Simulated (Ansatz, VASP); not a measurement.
KMgF3 in VASP and in Ansatz

File INCAR:

```
ALGO = Normal
EDIFF = 1E-6
ENCUT = 520
GGA = PS
ISIF = 2
ISMEAR = 0
LASPH = True
LCHARG = True
LELF = True
LREAL = False
LVHAR = True
LWAVE = False
NBANDS = 24
NELM = 60
PREC = Accurate
SIGMA = 0.05
```

The input KPOINTS:

```
k-points
0
Gamma
  6 6 6
```

Contents of POSCAR:

```
KMgF3
1.0
    3.6670280000      0.0000000000      0.0000000000
    0.0000000000      3.6670280000      0.0000000000
    0.0000000000      0.0000000000      3.9859000000
K Mg F
1 1 3
Direct
    0.5000000000      0.5000000000      0.5000000000
    0.0000000000      0.0000000000      0.0000000000
    0.5000000000      0.0000000000      0.0000000000
    0.0000000000      0.5000000000      0.0000000000
    0.0000000000      0.0000000000      0.5000000000
```

Input for Ansatz:

```yaml
crystal:
  lattice:
    - [3.667028, 0.0, 0.0]
    - [0.0, 3.667028, 0.0]
    - [0.0, 0.0, 3.9859]
  atoms:
    - { symbol: K, position: [0.5, 0.5, 0.5] }
    - { symbol: Mg, position: [0.0, 0.0, 0.0] }
    - { symbol: F, position: [0.5, 0.0, 0.0] }
    - { symbol: F, position: [0.0, 0.5, 0.0] }
    - { symbol: F, position: [0.0, 0.0, 0.5] }
basis:
  ecutwfc: 420
kpoints:
  mp_grid: { grid: [6, 6, 6] }
hamiltonian:
  xc: pbesol
scf:
  occupations: { method: gaussian, width: 0.05 }
output:
  forces: true
  stress: true
  eigenvalues: true
```

Change from the starting cell: strain -0.080 along x and y, +0.000 along z, atoms carried along.

Alike in both runs: task single point; functional PBEsol; k mesh 6 × 6 × 6; occupations gaussian, width 0.05 eV; no spin polarisation.

|  | VASP | Ansatz |
| --- | --- | --- |
| version | VASP 6.6.1 | Ansatz 0.2.0 |
| potentials or method | VASP PAW PBE potentials, release 64 (K_sv, Mg, F), cutoff 520 eV | scalar-relativistic, plane waves, PAW |
| valence electrons in the cell | 32 | 40 |

Ansatz gave:

| Quantity | Value |
| --- | --- |
| gap on the k mesh at the Fermi level (eV) | 8.37 |
| least direct gap on the mesh (eV) | 8.77 |
| pressure (GPa) | 19.5 |
| traceless stress, the component that is largest in VASP (GPa) | -10.43 |

Question: What did VASP give for the same quantities?

Answer: gap on the k mesh at the Fermi level (eV): 8.35; least direct gap on the mesh (eV): 8.75; pressure (GPa): 19.4; traceless stress, the component that is largest in VASP (GPa): -10.58.

VASP's potentials were made for PBE, not for PBEsol. VASP's potentials hold 32 valence electrons a cell and Ansatz's 40, so a difference there can come from the potentials and not from the codes.
